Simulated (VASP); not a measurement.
A run of VASP 6.6.1:

The input INCAR:

```
PREC = Accurate
ENCUT = 600
EDIFF = 1E-6
ISMEAR = 0
SIGMA = 0.01
LREAL = False
LASPH = True
NELM = 120
ALGO = Normal
ISIF = 2
LWAVE = False
LCHARG = False
GGA = PE
NBANDS = 26
GGA_COMPAT = False
```

Contents of KPOINTS:

```
regular mesh
0
Gamma
  5 5 5
```

The input POSCAR:

```
ZnO
1.0
    3.4165334633      0.0000000000      0.0000000000
   -1.7082667316      2.9588047721      0.0000000000
    0.0000000000      0.0000000000      4.4775676713
Zn O
2 2
Direct
    0.3333333333      0.6666666667      0.2500000000
    0.6666666667      0.3333333333      0.7500000000
    0.6666666667      0.3333333333      0.2500000000
    0.3333333333      0.6666666667      0.7500000000
```

Potentials or basis: VASP PAW PBE potentials, release 64 (Zn, O).

Launch:

```sh
$ cat potpaw_PBE.64/Zn/POTCAR potpaw_PBE.64/O/POTCAR > POTCAR
$ mpirun -np 1 vasp_std > vasp.out
```

Hardware: 1 thread of AMD EPYC 7R43 64-Core Processor (Zen 3), on a shared host.

Q: Estimate the wall time of this run.

A: Run time: 25 s on 1 thread of AMD EPYC 7R43 64-Core Processor (Zen 3), on a shared host, peak memory 0.14 GiB. Counts: scf iterations 15, k points 15.
